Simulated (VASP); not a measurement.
# LiNbO3 (LiNbO3 (R3c)) (R3c) in VASP: a series of runs, part 2 of 2

VASP 6.6.1. Earlier steps stand in the parts before.

### 3 Single point, PBE

INCAR reads:

```
PREC = Accurate
ENCUT = 520
EDIFF = 1E-6
ISMEAR = -1
SIGMA = 0.01
LREAL = Auto
LASPH = True
NELM = 100
ALGO = Normal
ISIF = 2
LWAVE = False
LCHARG = False
GGA = PE
NBANDS = 318
```

KPOINTS reads:

```
regular mesh
0
Gamma
  1 1 1
```

POSCAR reads:

```
LiNbO3
1.0
    5.1899002700      2.9963903200      9.3444465000
   -5.1899002700      2.9963903200      9.3444465000
    0.0000000000     -5.9927806400      9.3444465000
Li Nb O
16 16 48
Direct
    0.3592319429      0.3592319429      0.3592319429
    0.1092319429      0.1092319429      0.1092319429
    0.3592319429      0.3592319429      0.8592319429
    0.1092319429      0.1092319429      0.6092319429
    0.3592319429      0.8592319429      0.3592319429
    0.1092319429      0.6092319429      0.1092319429
    0.3592319429      0.8592319429      0.8592319429
    0.1092319429      0.6092319429      0.6092319429
    0.8592319429      0.3592319429      0.3592319429
    0.6092319429      0.1092319429      0.1092319429
    0.8592319429      0.3592319429      0.8592319429
    0.6092319429      0.1092319429      0.6092319429
    0.8592319429      0.8592319429      0.3592319429
    0.6092319429      0.6092319429      0.1092319429
    0.8592319429      0.8592319429      0.8592319429
    0.6092319429      0.6092319429      0.6092319429
    0.4992598063      0.4992598063      0.4992598063
    0.2492598063      0.2492598063      0.2492598063
    0.4992598063      0.4992598063      0.9992598063
    0.2492598063      0.2492598063      0.7492598063
    0.4992598063      0.9992598063      0.4992598063
    0.2492598063      0.7492598063      0.2492598063
    0.4992598063      0.9992598063      0.9992598063
    0.2492598063      0.7492598063      0.7492598063
    0.9992598063      0.4992598063      0.4992598063
    0.7492598063      0.2492598063      0.2492598063
    0.9992598063      0.4992598063      0.9992598063
    0.7492598063      0.2492598063      0.7492598063
    0.9992598063      0.9992598063      0.4992598063
    0.7492598063      0.7492598063      0.2492598063
    0.9992598063      0.9992598063      0.9992598063
    0.7492598063      0.7492598063      0.7492598063
    0.1399505052      0.3207579546      0.4448922960
    0.3207579546      0.4448922960      0.1399505052
    0.4448922960      0.1399505052      0.3207579546
    0.1948922960      0.0707579546      0.3899505052
    0.3899505052      0.1948922960      0.0707579546
    0.0707579546      0.3899505052      0.1948922960
    0.1399505052      0.3207579546      0.9448922960
    0.3207579546      0.4448922960      0.6399505052
    0.4448922960      0.1399505052      0.8207579546
    0.1948922960      0.0707579546      0.8899505052
    0.3899505052      0.1948922960      0.5707579546
    0.0707579546      0.3899505052      0.6948922960
    0.1399505052      0.8207579546      0.4448922960
    0.3207579546      0.9448922960      0.1399505052
    0.4448922960      0.6399505052      0.3207579546
    0.1948922960      0.5707579546      0.3899505052
    0.3899505052      0.6948922960      0.0707579546
    0.0707579546      0.8899505052      0.1948922960
    0.1399505052      0.8207579546      0.9448922960
    0.3207579546      0.9448922960      0.6399505052
    0.4448922960      0.6399505052      0.8207579546
    0.1948922960      0.5707579546      0.8899505052
    0.3899505052      0.6948922960      0.5707579546
    0.0707579546      0.8899505052      0.6948922960
    0.6399505052      0.3207579546      0.4448922960
    0.8207579546      0.4448922960      0.1399505052
    0.9448922960      0.1399505052      0.3207579546
    0.6948922960      0.0707579546      0.3899505052
    0.8899505052      0.1948922960      0.0707579546
    0.5707579546      0.3899505052      0.1948922960
    0.6399505052      0.3207579546      0.9448922960
    0.8207579546      0.4448922960      0.6399505052
    0.9448922960      0.1399505052      0.8207579546
    0.6948922960      0.0707579546      0.8899505052
    0.8899505052      0.1948922960      0.5707579546
    0.5707579546      0.3899505052      0.6948922960
    0.6399505052      0.8207579546      0.4448922960
    0.8207579546      0.9448922960      0.1399505052
    0.9448922960      0.6399505052      0.3207579546
    0.6948922960      0.5707579546      0.3899505052
    0.8899505052      0.6948922960      0.0707579546
    0.5707579546      0.8899505052      0.1948922960
    0.6399505052      0.8207579546      0.9448922960
    0.8207579546      0.9448922960      0.6399505052
    0.9448922960      0.6399505052      0.8207579546
    0.6948922960      0.5707579546      0.8899505052
    0.8899505052      0.6948922960      0.5707579546
    0.5707579546      0.8899505052      0.6948922960
```

Potentials or basis: VASP PAW PBE potentials, release 64 (Li_sv, Nb_sv, O).

Command:

```
$ cat potpaw_PBE.64/Li_sv/POTCAR potpaw_PBE.64/Nb_sv/POTCAR potpaw_PBE.64/O/POTCAR > POTCAR
$ mpirun -np 1 vasp_gam > vasp.out
```

OUTCAR:

```text
PREC = Accurate
   ENCUT = 520
   EDIFF = 1E-6
   ISMEAR = -1
   LREAL = Auto
   LASPH = True
   NELM = 100
   ISIF = 2
   GGA = PE

 ion  position               nearest neighbor table
   1  0.359  0.359  0.359-  48 2.08  43 2.08  62 2.08  35 2.26  33 2.26  34 2.26
   2  0.109  0.109  0.109-  46 2.08  59 2.08  39 2.08  61 2.26  50 2.26  42 2.26
   3  0.359  0.359  0.859-  54 2.08  37 2.08  68 2.08  41 2.26  39 2.26  40 2.26
   4  0.109  0.109  0.609-  52 2.08  65 2.08  33 2.08  67 2.26  56 2.26  36 2.26
   5  0.359  0.859  0.359-  36 2.08  55 2.08  74 2.08  47 2.26  45 2.26  46 2.26
   6  0.109  0.609  0.109-  34 2.08  71 2.08  51 2.08  73 2.26  38 2.26  54 2.26
[... 81 lines left out ...]
 A1 = (   5.1899002700,   2.9963903200,   9.3444465000)
 A2 = (  -5.1899002700,   2.9963903200,   9.3444465000)
 A3 = (   0.0000000000,  -5.9927806400,   9.3444465000)

Analysis of symmetry for initial positions (statically):
=====================================================================
 Subroutine PRICEL returns following result:

  LATTYP: Found a trigonal (rhomboedric) cell.
 ALAT       =     5.5504977289
 COS(alpha) =     0.5628563531

  Lattice vectors:

 A1 = (   2.5949501350,   1.4981951600,   4.6722232500)
 A2 = (  -2.5949501350,   1.4981951600,   4.6722232500)
 A3 = (   0.0000000000,  -2.9963903200,   4.6722232500)

   8 primitive cells build up your supercell.

 Routine SETGRP: Setting up the symmetry group for a
 trigonal (rhombohedral) supercell.

 Subroutine GETGRP returns: Found  6 space group operations
 (whereof  3 operations were pure point group operations)
 out of a pool of 12 trial point group operations.

The static configuration has the point symmetry C_3 .
 The point group associated with its full space group is C_3v.

Analysis of symmetry for dynamics (positions and initial velocities):
[... 137 lines left out ...]
  Fermi-wavevector in a.u.,A,eV,Ry     =   1.398901  2.643540 26.625577  1.956925
  Thomas-Fermi vector in A             =   2.522014
   LORBIT       =      0    0 simple, 1 ext, 2 COOP (PROOUT), +10 PAW based schemes
   GGA     = PE    functional components
   LHFCALC =     F    Hartree Fock is set to
   AEXX    =    0.0000 exact exchange contribution
   IVDW    =     0    specifies the selected vdW correction
   LEPSILON=     F    determine dielectric tensor
   LRPA    =     F    only Hartree local field effects (RPA)
 non-spin polarized calculation
  energy-cutoff  :      520.00
  volume of cell :      871.89
 maximum number of plane-waves:     11751
 NGX is ok and might be reduce to    84
   NGX = 41   NGY = 41   NGZ = 41

 number of electron     543.9999984 magnetization

 Free energy of the ion-electron system (eV)
  ---------------------------------------------------
  ext. energy  EPLUGINS =         0.00000000
  ---------------------------------------------------
  free energy    TOTEN  =      -640.04846286 eV

  energy without entropy =     -640.04846286  energy(sigma->0) =     -640.04846286

 E-fermi :   3.5889     XC(G=0): -10.6653

 val. band max:        3.3175184168   @ k =   0.0000   0.0000   0.0000
 cond. band min:       6.9882639442   @ k =   0.0000   0.0000   0.0000
 fundamental gap:      3.6707455274
 Fermi energy:         3.5888503434

 k-point     1 :       0.0000    0.0000    0.0000
  band No.  band energies     occupation
      1     -50.8978      2.00000
      2     -50.8934      2.00000
      3     -50.8934      2.00000
      4     -50.8934      2.00000
      5     -50.8912      2.00000
      6     -50.8912      2.00000
[... 276 lines left out ...]
    283       7.1387      0.00000
    284       7.4483      0.00000
 [bands above 284 left out]

------------------------ aborting loop because EDIFF is reached ----------------------------------------

  FORCE on cell =-STRESS in cart. coord.  units (eV):
  Direction    XX          YY          ZZ          XY          YZ          ZX
  --------------------------------------------------------------------------------------
  -------------------------------------------------------------------------------------
  Total       -0.9393555     -0.9393555      0.1069939      0.0000000      0.0000000      0.0000000
  in kB       -1.7261492     -1.7261492      0.1966109      0.0000000      0.0000000      0.0000000
  external PRESSURE =      -1.0852292 kB  Pullay stress =       0.0000000 kB

 VOLUME and BASIS-vectors are now :
 -----------------------------------------------------------------------------
  energy-cutoff  :      520.00
  volume of cell :      871.89
      direct lattice vectors                 reciprocal lattice vectors
     5.189900270  2.996390320  9.344446500     0.096340965  0.055622482  0.035671811
    -5.189900270  2.996390320  9.344446500    -0.096340965  0.055622482  0.035671811
     0.000000000 -5.992780640  9.344446500     0.000000000 -0.111244964  0.035671811

 POSITION                                       TOTAL-FORCE (eV/Angst)
 -----------------------------------------------------------------------------------
      0.00000      0.00000     10.07047         0.000000      0.000000     -0.019777
      0.00000      0.00000      3.06214         0.000000      0.000000     -0.019777
      0.00000     -2.99639     14.74269         0.000000     -0.000000     -0.019777
      0.00000     -2.99639      7.73436         0.000000     -0.000000     -0.019777
     -2.59495      1.49820     14.74269         0.000000     -0.000000     -0.019777
     -2.59495      1.49820      7.73436         0.000000     -0.000000     -0.019777
[... 72 lines left out ...]
      1.01233      1.32838     20.14290         0.003001     -0.000223     -0.002696
     -1.65658      0.21252     20.14290        -0.001307      0.002711     -0.002696
 -----------------------------------------------------------------------------------
    total drift:                                0.000000      0.000006     -0.044897

  FREE ENERGIE OF THE ION-ELECTRON SYSTEM (eV)
  ---------------------------------------------------
  free  energy   TOTEN  =      -640.0484628557 eV

  energy  without entropy=     -640.0484628557  energy(sigma->0) =     -640.04846286
```

Wall time 19 min (1 thread of Oxide Virtual Turin-like, shared host); peak memory 1.1 GiB.

Results:

- Free energy: -640.0485 eV
- Largest force: 0.028 eV/Å
- Band gap on the k mesh: 3.67 eV

Forces on the atoms (eV/Å):
```
Li   0.000  0.000 -0.020
Li   0.000  0.000 -0.020
Li   0.000  0.000 -0.020
Li   0.000  0.000 -0.020
Li   0.000  0.000 -0.020
Li   0.000  0.000 -0.020
Li   0.000  0.000 -0.020
Li   0.000  0.000 -0.020
Li   0.000  0.000 -0.020
Li   0.000  0.000 -0.020
Li   0.000  0.000 -0.020
Li   0.000  0.000 -0.020
Li   0.000  0.000 -0.020
Li   0.000  0.000 -0.020
Li   0.000  0.000 -0.020
Li   0.000  0.000 -0.020
Nb   0.000  0.000  0.028
Nb   0.000  0.000  0.028
Nb   0.000  0.000  0.028
Nb   0.000  0.000  0.028
Nb   0.000  0.000  0.028
Nb   0.000  0.000  0.028
Nb   0.000  0.000  0.028
Nb   0.000  0.000  0.028
Nb   0.000  0.000  0.028
Nb   0.000  0.000  0.028
Nb   0.000  0.000  0.028
Nb   0.000  0.000  0.028
Nb   0.000  0.000  0.028
Nb   0.000  0.000  0.028
Nb   0.000  0.000  0.028
Nb   0.000  0.000  0.028
O    0.001  0.003 -0.003
O    0.002 -0.002 -0.003
O   -0.003  0.000 -0.003
O   -0.002 -0.002 -0.003
O    0.003  0.000 -0.003
O   -0.001  0.003 -0.003
O    0.001  0.003 -0.003
O    0.002 -0.002 -0.003
O   -0.003  0.000 -0.003
O   -0.002 -0.002 -0.003
O    0.003  0.000 -0.003
O   -0.001  0.003 -0.003
O    0.001  0.003 -0.003
O    0.002 -0.002 -0.003
O   -0.003  0.000 -0.003
O   -0.002 -0.002 -0.003
O    0.003  0.000 -0.003
O   -0.001  0.003 -0.003
O    0.001  0.003 -0.003
O    0.002 -0.002 -0.003
O   -0.003  0.000 -0.003
O   -0.002 -0.002 -0.003
O    0.003  0.000 -0.003
O   -0.001  0.003 -0.003
O    0.001  0.003 -0.003
O    0.002 -0.002 -0.003
O   -0.003  0.000 -0.003
O   -0.002 -0.002 -0.003
O    0.003  0.000 -0.003
O   -0.001  0.003 -0.003
O    0.001  0.003 -0.003
O    0.002 -0.002 -0.003
O   -0.003  0.000 -0.003
O   -0.002 -0.002 -0.003
O    0.003  0.000 -0.003
O   -0.001  0.003 -0.003
O    0.001  0.003 -0.003
O    0.002 -0.002 -0.003
O   -0.003  0.000 -0.003
O   -0.002 -0.002 -0.003
O    0.003  0.000 -0.003
O   -0.001  0.003 -0.003
O    0.001  0.003 -0.003
O    0.002 -0.002 -0.003
O   -0.003  0.000 -0.003
O   -0.002 -0.002 -0.003
O    0.003  0.000 -0.003
O   -0.001  0.003 -0.003
```

Caveat: the k points lie up to 0.73 Å⁻¹ apart; the cutoff is under 1.25 times the usual one of these potentials, so pressure, stress and relaxed cells hold a basis-set (Pulay) error. A k mesh can miss the band edges.
